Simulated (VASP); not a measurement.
# AlNi (C2/m) in VASP: a series of runs

Aim: see how the results for AlNi move with the level of theory and the settings. Levels: LDA, PBEsol, PBE. Tasks: single point.

Everything below comes from runs of VASP 6.6.1. Logs are shortened: lines on timing, memory, paths and dates and some standing lists are left out, and cuts for length are marked.

## 1. The cell of the first run

The structure is monoclinic, space group C2/m (No. 12). Conventional cell: a = 4.539 Å, b = 2.752 Å, c = 4.056 Å, α = 90.00°, β = 109.27°, γ = 90.00°. Ni (site symmetry 2/m) has 6 Al at 2.45 to 2.50 Å and 6 Ni at 2.65 to 2.75 Å within 3.2 Å. Within 3.2 Å of Al (site symmetry 2/m) lie 6 Ni at 2.45 to 2.50 Å and 6 Al at 2.65 to 2.75 Å.

## 2. Single point, LDA, collinear spin, ferromagnetic start

The input, INCAR:

```
PREC = Accurate ; ENCUT = 520
EDIFF = 1E-6 ; ISMEAR = -1
SIGMA = 0.05 ; LREAL = False
LASPH = True ; NELM = 150
ALGO = Normal ; ISIF = 2
LWAVE = False ; LCHARG = True
ISPIN = 2 ; MAGMOM = 1 0
LORBIT = 11 ; LMAXMIX = 4
GGA = CA ; LELF = True
LVHAR = True ; NBANDS = 18
```

The input, KPOINTS:

```
Automatic mesh
0
Gamma
  11 11 7
```

The input, POSCAR:

```
AlNi
1.0
    2.2695869046     -1.3758306623      0.0000000000
    2.2695869046      1.3758306623      0.0000000000
   -1.3381183338      0.0000000000      3.8283878136
Ni Al
1 1
Direct
    0.5000000000      0.5000000000      0.5000000000
    0.0000000000      0.0000000000      0.0000000000
```

Potentials or basis: VASP PAW LDA potentials, release 64 (Ni, Al).

Started as:

```console
> cat potpaw_LDA.64/Ni/POTCAR potpaw_LDA.64/Al/POTCAR > POTCAR
> mpirun -np 1 vasp_std > vasp.out
```

OUTCAR:

```text
PREC = Accurate
   ENCUT = 520
   EDIFF = 1E-6
   ISMEAR = -1
   LREAL = False
   LASPH = True
   NELM = 150
   ISIF = 2
   ISPIN = 2
   LORBIT = 11
   GGA = CA

 ion  position               nearest neighbor table
   1  0.500  0.500  0.500-   2 2.45   2 2.45   2 2.45   2 2.45   2 2.50   2 2.50
   2  0.000  0.000  0.000-   1 2.45   1 2.45   1 2.45   1 2.45   1 2.50   1 2.50

  LATTYP: Found a base centered monoclinic cell.
 ALAT       =     4.5391738092
 B/A-ratio  =     0.6062031198
 C/A-ratio  =     0.8934454424
 COS(beta)  =    -0.3299511685

  Lattice vectors:

 A1 = (   2.2695869046,  -1.3758306623,   0.0000000000)
 A2 = (   2.2695869046,   1.3758306623,   0.0000000000)
 A3 = (  -1.3381183338,   0.0000000000,   3.8283878136)

Analysis of symmetry for initial positions (statically):
=====================================================================
 Subroutine PRICEL returns:
 Original cell was already a primitive cell.

 Routine SETGRP: Setting up the symmetry group for a
 base centered monoclinic supercell.

 Subroutine GETGRP returns: Found  4 space group operations
 (whereof  4 operations were pure point group operations)
 out of a pool of  4 trial point group operations.

The static configuration has the point symmetry C_2h.

Analysis of symmetry for dynamics (positions and initial velocities):
=====================================================================
 Subroutine PRICEL returns:
 Original cell was already a primitive cell.

 Routine SETGRP: Setting up the symmetry group for a
 base centered monoclinic supercell.

 Subroutine GETGRP returns: Found  4 space group operations
 (whereof  4 operations were pure point group operations)
 out of a pool of  4 trial point group operations.

The dynamic configuration has the point symmetry C_2h.

Analysis of structural, dynamic, and magnetic symmetry:
=====================================================================
 Subroutine PRICEL returns:
 Original cell was already a primitive cell.

 Routine SETGRP: Setting up the symmetry group for a
 base centered monoclinic supercell.

 Subroutine GETGRP returns: Found  4 space group operations
 (whereof  4 operations were pure point group operations)
 out of a pool of  4 trial point group operations.

The overall configuration has the point symmetry C_2h.

 Subroutine INISYM returns: Found  4 space group operations
 (whereof  4 operations are pure point group operations),
 and found     1 'primitive' translations

----------------------------------------------------------------------------------------

                                     Primitive cell

  volume of cell :      23.9088

  direct lattice vectors                    reciprocal lattice vectors
     2.269586905 -1.375830662  0.000000000     0.220304408 -0.363416817  0.077001961
     2.269586905  1.375830662  0.000000000     0.220304408  0.363416817  0.077001961
    -1.338118334  0.000000000  3.828387814     0.000000000  0.000000000  0.261206557

  length of vectors
     2.654041207  2.654041207  4.055504152     0.431897114  0.431897114  0.261206557

  position of ions in fractional coordinates (direct lattice)
     0.500000000  0.500000000  0.500000000
     0.000000000  0.000000000  0.000000000

  ion indices of the primitive-cell ions
   primitive index   ion index
                 1           1
                 2           2

----------------------------------------------------------------------------------------

 KPOINTS: Automatic mesh

Automatic generation of k-mesh.
 Grid dimensions read from file:
 generate k-points for:   11   11    7

 Generating k-lattice:

  Cartesian coordinates                     Fractional coordinates (reciprocal lattice)
     0.020027673 -0.033037892  0.007000178     0.090909091  0.000000000 -0.000000000
     0.020027673  0.033037892  0.007000178     0.000000000  0.090909091 -0.000000000
     0.000000000  0.000000000  0.037315222     0.000000000  0.000000000  0.142857143

  Length of vectors
     0.039263374  0.039263374  0.037315222

  Shift w.r.t. Gamma in fractional coordinates (k-lattice)
     0.000000000  0.000000000  0.000000000

 Subroutine IBZKPT returns following result:
 ===========================================

 Found    234 irreducible k-points:

 Following reciprocal coordinates:
            Coordinates               Weight
  0.000000  0.000000  0.000000      1.000000
  0.090909  0.000000 -0.000000      4.000000
  0.181818  0.000000  0.000000      4.000000
  0.272727  0.000000  0.000000      4.000000
  0.363636  0.000000  0.000000      4.000000
  0.454545  0.000000  0.000000      4.000000
[... 16 lines left out ...]
 -0.272727  0.181818 -0.000000      4.000000
 -0.181818  0.181818  0.000000      2.000000
 [... further k-points ...]
   k-points           NKPTS =    234   k-points in BZ     NKDIM =    234   number of bands    NBANDS=     18
   number of dos      NEDOS =    301   number of ions     NIONS =      2
   total plane-waves  NPLWV =  12000
   dimension x,y,z NGX =    20 NGY =   20 NGZ =   30
   dimension x,y,z NGXF=    40 NGYF=   40 NGZF=   60
   ions per type =               1   1
   NGX,Y,Z   is equivalent  to a cutoff of  12.53, 12.53, 12.30 a.u.
   NGXF,Y,Z  is equivalent  to a cutoff of  25.06, 25.06, 24.60 a.u.
 SYSTEM =  unknown system
   PREC   = accura    normal or accurate (medium, high low for compatibility)
   ISTART =      0    job   : 0-new  1-cont  2-samecut
   ICHARG =      2    charge: 1-file 2-atom 10-const
   ISPIN  =      2    spin polarized calculation?
   LNONCOLLINEAR =      F non collinear calculations
   LSORBIT =      F    spin-orbit coupling
   LASPH  =      T    aspherical Exc in radial PAW
   ENCUT  =  520.0 eV  38.22 Ry    6.18 a.u.   4.93  4.93  7.54*2*pi/ulx,y,z
   NELM   =    150;   NELMIN=  2; NELMDL= -5     # of ELM steps
   EDIFF  = 0.1E-05   stopping-criterion for ELM
   LREAL  =      F    real-space projection
   EDIFFG = 0.1E-04   stopping-criterion for IOM
   NSW    =      0    number of steps for IOM
   IBRION =     -1    ionic relax: 0-MD 1-quasi-New 2-CG
   NFREE  =      0    steps in history (QN), initial steepest desc. (CG)
   ISIF   =      2    stress and relaxation
   ISYM   =      2    0-nonsym 1-usesym 2-fastsym
   POTIM  = 0.5000    time-step for ionic-motion
   TEBEG  =    0.0;   TEEND  =   0.0 temperature during run
   PSTRESS=    0.0 pullay stress
   NELECT =      13.0000    total number of electrons
   NUPDOWN=      -1.0000    fix difference up-down
   EMIN   =  10.00;   EMAX   =-10.00  energy-range for DOS
[... 5 lines left out ...]
     AMIX     =   0.40;   BMIX     =  1.00
     AMIX_MAG =   1.60;   BMIX_MAG =  1.00
  volume/ion in A,a.u.               =      11.95        80.67
  Fermi-wavevector in a.u.,A,eV,Ry     =   1.336196  2.525044 24.292096  1.785419
  Thomas-Fermi vector in A             =   2.464841
   LORBIT       =     11    0 simple, 1 ext, 2 COOP (PROOUT), +10 PAW based schemes
   GGA     = CA    functional components
   LHFCALC =     F    Hartree Fock is set to
   AEXX    =    0.0000 exact exchange contribution
   IVDW    =     0    specifies the selected vdW correction
   LEPSILON=     F    determine dielectric tensor
   LRPA    =     F    only Hartree local field effects (RPA)
 spin polarized calculation
  energy-cutoff  :      520.00
  volume of cell :       23.91
 maximum number of plane-waves:       659
   NGX =  9   NGY =  9   NGZ = 15

 number of electron      12.9999999 magnetization      -0.0022703

 number of electron      12.9999999 magnetization       0.0007124

 Free energy of the ion-electron system (eV)
  ---------------------------------------------------
  ext. energy  EPLUGINS =         0.00000000
  ---------------------------------------------------
  free energy    TOTEN  =       -11.64122752 eV

  energy without entropy =      -11.63410774  energy(sigma->0) =      -11.63766763

 E-fermi :   9.5980     XC(G=0): -12.2971

 val. band max:        9.5837910288   @ k =   0.4545   0.0909   0.1429
 cond. band min:       9.6134013388   @ k =  -0.4545   0.1818   0.1429
 fundamental gap:      0.0296103101
 Fermi energy:         9.5980261816

 spin component 1

 k-point     1 :       0.0000    0.0000    0.0000
  band No.  band energies     occupation
      1      -1.4992      1.00000
      2       5.7666      1.00000
      3       7.6124      1.00000
      4       7.8774      1.00000
      5       7.9360      1.00000
      6       8.1327      1.00000
[... 10 lines left out ...]
     17      30.0552      0.00000
     18      30.9597      0.00000

 k-point     2 :       0.0909    0.0000   -0.0000
  band No.  band energies     occupation
      1      -1.2685      1.00000
      2       5.8778      1.00000
      3       7.3287      1.00000
      4       7.6105      1.00000
      5       7.9818      1.00000
      6       8.2182      1.00000
[... 10 lines left out ...]
     17      31.2100      0.00000
     18      32.8897      0.00000
[... 442 lines left out ...]
 k-point    24 :      -0.1818    0.1818    0.0000
  band No.  band energies     occupation
      1       1.0345      1.00000
      2       6.4637      1.00000
      3       6.8079      1.00000
      4       7.0865      1.00000
      5       7.8145      1.00000
      6       8.7541      1.00000
[... 10 lines left out ...]
     17      34.2275      0.00000
     18      35.0092      0.00000

 [... further k-points ...]

 spin component 2

 k-point     1 :       0.0000    0.0000    0.0000
  band No.  band energies     occupation
      1      -1.4992      1.00000
      2       5.7670      1.00000
      3       7.6131      1.00000
      4       7.8773      1.00000
      5       7.9368      1.00000
      6       8.1333      1.00000
[... 10 lines left out ...]
     17      30.0552      0.00000
     18      30.9598      0.00000

 k-point     2 :       0.0909    0.0000   -0.0000
  band No.  band energies     occupation
      1      -1.2685      1.00000
      2       5.8782      1.00000
      3       7.3290      1.00000
      4       7.6112      1.00000
      5       7.9826      1.00000
      6       8.2188      1.00000
[... 10 lines left out ...]
     17      31.2099      0.00000
     18      32.8897      0.00000
[... 442 lines left out ...]
 k-point    24 :      -0.1818    0.1818    0.0000
  band No.  band energies     occupation
      1       1.0345      1.00000
      2       6.4641      1.00000
      3       6.8084      1.00000
      4       7.0871      1.00000
      5       7.8150      1.00000
      6       8.7549      1.00000
[... 10 lines left out ...]
     17      34.2275      0.00000
     18      35.0092      0.00000

 [... further k-points ...]
[... 5 lines left out ...]
  --------------------------------------------------------------------------------------
  -------------------------------------------------------------------------------------
  Total       -0.0064276     -0.3184860     -0.3154022      0.0000000      0.0000000     -0.1097400
  in kB       -0.4307241    -21.3423974    -21.1357484      0.0000000      0.0000000     -7.3539009
  external PRESSURE =     -14.3029567 kB  Pullay stress =       0.0000000 kB

 VOLUME and BASIS-vectors are now :
 -----------------------------------------------------------------------------
  energy-cutoff  :      520.00
  volume of cell :       23.91
      direct lattice vectors                 reciprocal lattice vectors
     2.269586905 -1.375830662  0.000000000     0.220304408 -0.363416817  0.077001961
     2.269586905  1.375830662  0.000000000     0.220304408  0.363416817  0.077001961
    -1.338118334  0.000000000  3.828387814     0.000000000  0.000000000  0.261206557

 POSITION                                       TOTAL-FORCE (eV/Angst)
 -----------------------------------------------------------------------------------
      1.60053      0.00000      1.91419         0.000000     -0.000000      0.000000
      0.00000      0.00000      0.00000        -0.000000      0.000000      0.000000
 -----------------------------------------------------------------------------------
    total drift:                                0.000000      0.000000      0.000000

  FREE ENERGIE OF THE ION-ELECTRON SYSTEM (eV)
  ---------------------------------------------------
  free  energy   TOTEN  =       -11.6412275249 eV

  energy  without entropy=      -11.6341077441  energy(sigma->0) =      -11.63766763

 total charge

# of ion       s       p       d       tot
------------------------------------------
    1        0.475   0.515   8.457   9.447
    2        0.424   0.434   0.000   0.857
--------------------------------------------------
tot          0.899   0.949   8.457  10.304

 magnetization (x)

# of ion       s       p       d       tot
------------------------------------------
    1       -0.000  -0.000   0.000   0.000
    2       -0.000  -0.000   0.000  -0.000
--------------------------------------------------
tot         -0.000  -0.000   0.000   0.000
```

Wall time 2.2 min (1 thread of Intel Xeon 6975P-C, shared host); peak memory 0.25 GiB.

Results:

| Quantity | Value |
| --- | --- |
| Free energy | -11.6412 eV |
| Pressure | -1.4 GPa |
| Net moment | 0.00 μB per cell |
| Valence electrons inside the program's atomic spheres | Ni 9.45; Al 0.86 |

Levels at points of the mesh, in eV from the Fermi level:
Spin up:
```tsv
k point	band 4	band 5	band 6	band 7	band 8	band 9	band 10	band 11
(0.00, 0.00, 0.00)	-1.72	-1.66	-1.47	-1.32	2.84	13.85	14.25	15.22
```
Spin down:
```
           k point  band 4  band 5  band 6  band 7  band 8  band 9  band 10  band 11
(0.00, 0.00, 0.00)   -1.72   -1.66   -1.46   -1.32    2.84   13.85    14.25    15.22
```

[end of part 1 of 2]
